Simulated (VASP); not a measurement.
# NaH (R-3m) in VASP: single point with HSE06

Aim: the single point of NaH with HSE06.

Program: VASP 6.6.1. These are calculated values, not measurements. Logs are shortened: lines on timing, memory, paths and dates and some standing lists are left out, and cuts for length are marked.

### 1 The cell of the first run

It takes space group R-3m (No. 166, trigonal). The conventional cell has a = 3.391 Å, b = 3.391 Å, c = 8.741 Å, α = 90.00°, β = 90.00°, γ = 120.00°. Na (site symmetry -3m) has 6 H at 2.44 Å within 3.2 Å. Within 3.2 Å of H (site symmetry -3m) lie 6 Na at 2.44 Å.

### 2 Single point, HSE06 (strain along [111] +5.2%)

POSCAR

```
NaH
1.0
    0.0839129301      2.4814252199      2.4814252199
    2.4814252199      0.0839129301      2.4814252199
    2.4814252199      2.4814252199      0.0839129301
Na H
1 1
Direct
    0.0000000000      0.0000000000      0.0000000000
    0.5000000000      0.5000000000      0.5000000000
```

INCAR.step1

```
PREC     = Accurate       # precision mode
ENCUT    = 520            # plane-wave cutoff, eV
EDIFF    = 1E-5           # SCF threshold, eV
ISMEAR   = 0              # smearing method
SIGMA    = 0.01           # smearing width, eV
LREAL    = F              # projectors in reciprocal space
LASPH    = T              # aspherical terms in the spheres
NELM     = 80             # most SCF steps
ALGO     = Normal         # electronic algorithm
ISIF     = 2              # what is computed and relaxed
LWAVE    = T              # write WAVECAR
NBANDS   = 11             # bands
GGA      = PE             # functional
```

INCAR.step2

```
PREC     = Accurate       # precision mode
ENCUT    = 520            # plane-wave cutoff, eV
EDIFF    = 1E-6           # SCF threshold, eV
ISMEAR   = 0              # smearing method
SIGMA    = 0.01           # smearing width, eV
LREAL    = F              # projectors in reciprocal space
LASPH    = T              # aspherical terms in the spheres
NELM     = 80             # most SCF steps
ALGO     = Normal         # electronic algorithm
ISIF     = 2              # what is computed and relaxed
LWAVE    = F              # write WAVECAR
LCHARG   = T              # write CHGCAR
GGA      = PE             # functional
LHFCALC  = T              # exact exchange
HFSCREEN = 0.2079         # screening, 1/A
PRECFOCK = Normal       
LELF     = T              # ELF
LVHAR    = T            
NBANDS   = 11             # bands
ISTART   = 1
```

KPOINTS

```
regular mesh
0
Gamma
  6 6 6
```

Potentials or basis: VASP PAW PBE potentials, release 64 (Na_pv, H).

On the command line:

```console
$ cat potpaw_PBE.64/Na_pv/POTCAR potpaw_PBE.64/H/POTCAR > POTCAR
$ cp INCAR.step1 INCAR
$ mpirun -np 1 vasp_std > vasp.out
$ cp INCAR.step2 INCAR
$ mpirun -np 1 vasp_std > vasp.out
```

OUTCAR:

```text
PREC = Accurate
   ENCUT = 520
   EDIFF = 1E-6
   ISMEAR = 0
   LREAL = F
   LASPH = T
   NELM = 80
   ISIF = 2
   GGA = PE
   LHFCALC = T
   HFSCREEN = 0.2079
   PRECFOCK = Normal
   ISTART = 1

 ion  position               nearest neighbor table
   1  0.000  0.000  0.000-
   2  0.500  0.500  0.500-

  LATTYP: Found a trigonal (rhomboedric) cell.
 ALAT       =     3.5102683122
 COS(alpha) =     0.5335113765

  Lattice vectors:

 A1 = (   0.0839129301,   2.4814252199,   2.4814252199)
 A2 = (   2.4814252199,   0.0839129301,   2.4814252199)
 A3 = (   2.4814252199,   2.4814252199,   0.0839129301)

Analysis of symmetry for initial positions (statically):
=====================================================================
 Subroutine PRICEL returns:
 Original cell was already a primitive cell.

 Routine SETGRP: Setting up the symmetry group for a
 trigonal (rhombohedral) supercell.

 Subroutine GETGRP returns: Found 12 space group operations
 (whereof 12 operations were pure point group operations)
 out of a pool of 12 trial point group operations.

The static configuration has the point symmetry D_3d.

Analysis of symmetry for dynamics (positions and initial velocities):
=====================================================================
 Subroutine PRICEL returns:
 Original cell was already a primitive cell.

 Routine SETGRP: Setting up the symmetry group for a
 trigonal (rhombohedral) supercell.

 Subroutine GETGRP returns: Found 12 space group operations
 (whereof 12 operations were pure point group operations)
 out of a pool of 12 trial point group operations.

The dynamic configuration has the point symmetry D_3d.

 Subroutine INISYM returns: Found 12 space group operations
 (whereof 12 operations are pure point group operations),
 and found     1 'primitive' translations

----------------------------------------------------------------------------------------

                                     Primitive cell

  volume of cell :      29.0091

  direct lattice vectors                    reciprocal lattice vectors
     0.083912930  2.481425220  2.481425220    -0.212017073  0.205081936  0.205081936
     2.481425220  0.083912930  2.481425220     0.205081936 -0.212017073  0.205081936
     2.481425220  2.481425220  0.083912930     0.205081936  0.205081936 -0.212017073

  length of vectors
     3.510268312  3.510268312  3.510268312     0.359260964  0.359260964  0.359260964

  position of ions in fractional coordinates (direct lattice)
     0.000000000  0.000000000  0.000000000
     0.500000000  0.500000000  0.500000000

  ion indices of the primitive-cell ions
   primitive index   ion index
                 1           1
                 2           2

----------------------------------------------------------------------------------------

 KPOINTS: regular mesh

Automatic generation of k-mesh.
 Grid dimensions read from file:
 generate k-points for:    6    6    6

 Generating k-lattice:

  Cartesian coordinates                     Fractional coordinates (reciprocal lattice)
    -0.035336179  0.034180323  0.034180323     0.166666667 -0.000000000 -0.000000000
     0.034180323 -0.035336179  0.034180323    -0.000000000  0.166666667 -0.000000000
     0.034180323  0.034180323 -0.035336179    -0.000000000 -0.000000000  0.166666667

  Length of vectors
     0.059876827  0.059876827  0.059876827

  Shift w.r.t. Gamma in fractional coordinates (k-lattice)
     0.000000000  0.000000000  0.000000000

 Subroutine IBZKPT returns following result:
 ===========================================

 Found     32 irreducible k-points:

 Following reciprocal coordinates:
            Coordinates               Weight
  0.000000  0.000000  0.000000      1.000000
  0.166667 -0.000000 -0.000000      6.000000
  0.333333  0.000000 -0.000000      6.000000
  0.500000 -0.000000 -0.000000      3.000000
  0.166667  0.166667 -0.000000      6.000000
  0.333333  0.166667 -0.000000     12.000000
[... 16 lines left out ...]
  0.500000  0.500000  0.166667      6.000000
 -0.333333  0.500000  0.166667     12.000000
 [... further k-points ...]
   k-points           NKPTS =     32   k-points in BZ     NKDIM =    216   number of bands    NBANDS=     11
   number of dos      NEDOS =    301   number of ions     NIONS =      2
   total plane-waves  NPLWV =  21952
   dimension x,y,z NGX =    28 NGY =   28 NGZ =   28
   dimension x,y,z NGXF=    56 NGYF=   56 NGZF=   56
   ions per type =               1   1
   NGX,Y,Z   is equivalent  to a cutoff of  13.26, 13.26, 13.26 a.u.
   NGXF,Y,Z  is equivalent  to a cutoff of  26.52, 26.52, 26.52 a.u.
 SYSTEM =  unknown system
   PREC   = accura    normal or accurate (medium, high low for compatibility)
   ISTART =      1    job   : 0-new  1-cont  2-samecut
   ICHARG =      0    charge: 1-file 2-atom 10-const
   ISPIN  =      1    spin polarized calculation?
   LNONCOLLINEAR =      F non collinear calculations
   LSORBIT =      F    spin-orbit coupling
   LASPH  =      T    aspherical Exc in radial PAW
   ENCUT  =  520.0 eV  38.22 Ry    6.18 a.u.   6.53  6.53  6.53*2*pi/ulx,y,z
   NELM   =     80;   NELMIN=  2; NELMDL=  0     # of ELM steps
   EDIFF  = 0.1E-05   stopping-criterion for ELM
   LREAL  =      F    real-space projection
   EDIFFG = 0.1E-04   stopping-criterion for IOM
   NSW    =      0    number of steps for IOM
   IBRION =     -1    ionic relax: 0-MD 1-quasi-New 2-CG
   NFREE  =      0    steps in history (QN), initial steepest desc. (CG)
   ISIF   =      2    stress and relaxation
   ISYM   =      3    0-nonsym 1-usesym 2-fastsym
   POTIM  = 0.5000    time-step for ionic-motion
   TEBEG  =    0.0;   TEEND  =   0.0 temperature during run
   PSTRESS=    0.0 pullay stress
   NELECT =       8.0000    total number of electrons
   NUPDOWN=      -1.0000    fix difference up-down
   EMIN   =  10.00;   EMAX   =-10.00  energy-range for DOS
   EFERMI =   0.00;   METHOD = LEGACY
   ISMEAR =     0;   SIGMA  =   0.01  broadening in eV -4-tet -1-fermi 0-gaus
   EFERMI_NEDOS =   21; number of points for ismear=-14 and -15
   IALGO  =     38    algorithm
   IMIX   =      1    mixing-type and parameters
     AMIX     =   0.40;   BMIX     =  1.00
     AMIX_MAG =   1.60;   BMIX_MAG =  1.00
  volume/ion in A,a.u.               =      14.50        97.88
  Fermi-wavevector in a.u.,A,eV,Ry     =   1.065598  2.013688 15.449395  1.135499
  Thomas-Fermi vector in A             =   2.201155
   LORBIT       =      0    0 simple, 1 ext, 2 COOP (PROOUT), +10 PAW based schemes
   GGA     = PE    functional components
   LHFCALC =     T    Hartree Fock is set to
   PRECFOCK=normal    Normal, Fast or Accurate (Low or Medium for compatibility)
   ENCUT4O =  -1.0   cutoff for four orbital integrals eV
   NKREDX  =     1    reduce k-point grid by
   NKREDY  =     1    reduce k-point grid by
   NKREDZ  =     1    reduce k-point grid by
   AEXX    =    0.2500 exact exchange contribution
   HFSCREEN=    0.2079 screening length (either q_TF or 0.3 A-1)
   HFSCREENC=   0.2079 screening length for correlation (either q_TF or 0.3 A-1)
   ENCUTFOCK=  -1.0 apply spherical cutoff to Coloumb kernel
   IVDW    =     0    specifies the selected vdW correction
   LEPSILON=     F    determine dielectric tensor
   LRPA    =     F    only Hartree local field effects (RPA)
 non-spin polarized calculation
 Gauss-broadening in eV      SIGMA  =   0.01
  energy-cutoff  :      520.00
  volume of cell :       29.01
 maximum number of plane-waves:       796
 NGX is ok and might be reduce to    28
  NGX = 20; NGY = 20; NGZ = 20

 number of electron       7.9999998 magnetization

 Free energy of the ion-electron system (eV)
  ---------------------------------------------------
  ext. energy  EPLUGINS =         0.00000000
  ---------------------------------------------------
  free energy    TOTEN  =        -5.75190667 eV

  energy without entropy =       -5.75190667  energy(sigma->0) =       -5.75190667

 E-fermi :  -1.9105     XC(G=0):  -6.4449

 val. band max:       -1.9688655162   @ k =  -0.3333   0.5000   0.1667
 cond. band min:       2.5009690629   @ k =   0.5000   0.5000   0.5000
 fundamental gap:      4.4698345791
 Fermi energy:        -1.9104844463

 k-point     1 :       0.0000    0.0000    0.0000
  band No.  band energies     occupation
      1     -26.3971      2.00000
      2     -26.3971      2.00000
      3     -26.3889      2.00000
      4      -5.7960      2.00000
      5       9.7187      0.00000
      6      14.1367      0.00000
      7      14.7126      0.00000
      8      15.2398      0.00000
      9      15.2398      0.00000
     10      16.1919      0.00000
     11      16.1919      0.00000

 k-point     2 :       0.1667   -0.0000   -0.0000
  band No.  band energies     occupation
      1     -26.4182      2.00000
      2     -26.4002      2.00000
      3     -26.3912      2.00000
      4      -5.2691      2.00000
      5       8.2213      0.00000
      6      11.5105      0.00000
      7      13.2440      0.00000
      8      14.0729      0.00000
      9      16.1452      0.00000
     10      17.2116      0.00000
     11      17.3601      0.00000

 k-point     3 :       0.3333    0.0000   -0.0000
  band No.  band energies     occupation
      1     -26.4604      2.00000
      2     -26.4063      2.00000
      3     -26.3951      2.00000
      4      -3.8749      2.00000
      5       4.8236      0.00000
      6      10.1755      0.00000
      7      12.4340      0.00000
      8      13.1568      0.00000
      9      15.7626      0.00000
     10      16.2021      0.00000
     11      18.0383      0.00000
[... 267 lines left out ...]
 k-point    23 :       0.5000    0.5000    0.1667
  band No.  band energies     occupation
      1     -26.4545      2.00000
      2     -26.4246      2.00000
      3     -26.4180      2.00000
      4      -2.4496      2.00000
      5       4.1989      0.00000
      6       6.7723      0.00000
      7      10.7198      0.00000
      8      11.1843      0.00000
      9      13.8352      0.00000
     10      21.3540      0.00000
     11      22.4006      0.00000

 k-point    24 :      -0.3333    0.5000    0.1667
  band No.  band energies     occupation
      1     -26.4581      2.00000
      2     -26.4317      2.00000
      3     -26.4185      2.00000
      4      -1.9689      2.00000
      5       4.3145      0.00000
      6       6.2255      0.00000
      7       7.9186      0.00000
      8      13.7699      0.00000
      9      14.7773      0.00000
     10      19.5848      0.00000
     11      20.6905      0.00000

 [... further k-points ...]

------------------------ aborting loop because EDIFF is reached ----------------------------------------

  FORCE on cell =-STRESS in cart. coord.  units (eV):
  Direction    XX          YY          ZZ          XY          YZ          ZX
  --------------------------------------------------------------------------------------
  -------------------------------------------------------------------------------------
  Total       -0.1812961     -0.1812961     -0.1812961     -0.1525059     -0.1525059     -0.1525059
  in kB      -10.0130067    -10.0130067    -10.0130067     -8.4229213     -8.4229213     -8.4229213
  external PRESSURE =     -10.0130067 kB  Pullay stress =       0.0000000 kB

 VOLUME and BASIS-vectors are now :
 -----------------------------------------------------------------------------
  energy-cutoff  :      520.00
  volume of cell :       29.01
      direct lattice vectors                 reciprocal lattice vectors
     0.083912930  2.481425220  2.481425220    -0.212017073  0.205081936  0.205081936
     2.481425220  0.083912930  2.481425220     0.205081936 -0.212017073  0.205081936
     2.481425220  2.481425220  0.083912930     0.205081936  0.205081936 -0.212017073

 POSITION                                       TOTAL-FORCE (eV/Angst)
 -----------------------------------------------------------------------------------
      0.00000      0.00000      0.00000         0.000000     -0.000000     -0.000000
      2.52338      2.52338      2.52338        -0.000000      0.000000      0.000000
 -----------------------------------------------------------------------------------
    total drift:                                0.000000      0.000000      0.000000

  FREE ENERGIE OF THE ION-ELECTRON SYSTEM (eV)
  ---------------------------------------------------
  free  energy   TOTEN  =        -5.7519066709 eV

  energy  without entropy=       -5.7519066709  energy(sigma->0) =       -5.75190667
```

It took 4.9 min on 1 thread of Intel Xeon 6975P-C (Granite Rapids), shared host; peak memory 0.26 GiB.

What came out:

```
Free energy            : -5.7519 eV
Pressure               : -1.0 GPa
Band gap on the k mesh : 4.47 eV (least direct gap 5.59 eV)
```

Stress tensor (GPa, compression positive):
```
-1.00 -0.84 -0.84
-0.84 -1.00 -0.84
-0.84 -0.84 -1.00
```

Levels at points of the mesh, in eV from the valence-band top:
```tsv
k point	band 2	band 3	band 4	band 5	band 6	band 7
(0.00, 0.00, 0.00)	-24.43	-24.42	-3.83	11.69	16.11	16.68
(0.50, 0.00, 0.00)	-24.44	-24.43	-0.81	4.89	11.85	14.15
(0.50, 0.50, 0.00)	-24.45	-24.45	-0.13	5.64	11.12	11.42
(0.50, 0.50, 0.50)	-24.43	-24.43	-1.12	4.47	12.37	15.12
```

Caveat: the cell differs from its parent crystal (strain along [111] +5.2%); the structure was generated, so it needn't be the stable form of NaH; the PAW data sets were made with another functional, which shifts forces and pressure a little. A k mesh can miss the band edges.
